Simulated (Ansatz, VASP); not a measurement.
**Mg2ZnS3: VASP beside Ansatz**

```
CELL_PARAMETERS angstrom
0.00009 -0.00036 -6.42924
0.00041 6.89896 0.00033
5.98377 -3.44925 -0.00015
ATOMIC_POSITIONS crystal
Mg 0.49654 0.50368 0.66968
Mg 0.49650 0.83402 0.33040
Mg 0.99643 0.49642 0.33038
Mg 0.99644 0.16602 0.66957
Zn 0.49513 0.16344 0.00004
Zn 0.99523 0.83645 0.99995
S 0.62677 0.84393 0.00005
S 0.61255 0.16705 0.67715
S 0.61256 0.48989 0.32283
S 0.12670 0.15597 0.99998
S 0.11258 0.51005 0.67702
S 0.11257 0.83308 0.32295
```

Change from the starting cell: cell x1, atoms moved at random (sigma 0.1 Å) and cell strained at random (1.5 %), then relaxed without symmetry.

Alike in both runs: functional PBE; k mesh 2 × 2 × 2; occupations gaussian, width 0.1 eV; no spin polarisation.

Ansatz relaxed the structure, and its values are those at the end. VASP's run is a single point on that final structure, the one shown.

|  | VASP | Ansatz |
| --- | --- | --- |
| version | VASP 6.6.1 | Ansatz 0.2.0 |
| potentials or method | VASP PAW PBE potentials, release 64 (Mg, Zn, S), cutoff 520 eV | scalar-relativistic, plane waves, PAW |
| valence electrons in the cell | 68 | 100 |

VASP gave:

```
gap on the k mesh at the Fermi level (eV) : 2.96
least direct gap on the mesh (eV)         : 2.96
pressure (GPa)                            : -0.1
rms of the force components (eV/Å)        : 0.011
```

Estimate Ansatz's values.

gap on the k mesh at the Fermi level (eV): 2.96; least direct gap on the mesh (eV): 2.96; pressure (GPa): 0.0; rms of the force components (eV/Å): 0.005.

With one functional, cell and mesh, what is left measures potentials, basis and numerics. VASP's potentials hold 68 valence electrons a cell and Ansatz's 100, so a difference there can come from the potentials and not from the codes.

The k mesh is coarse, so the values compare programs but aren't converged.
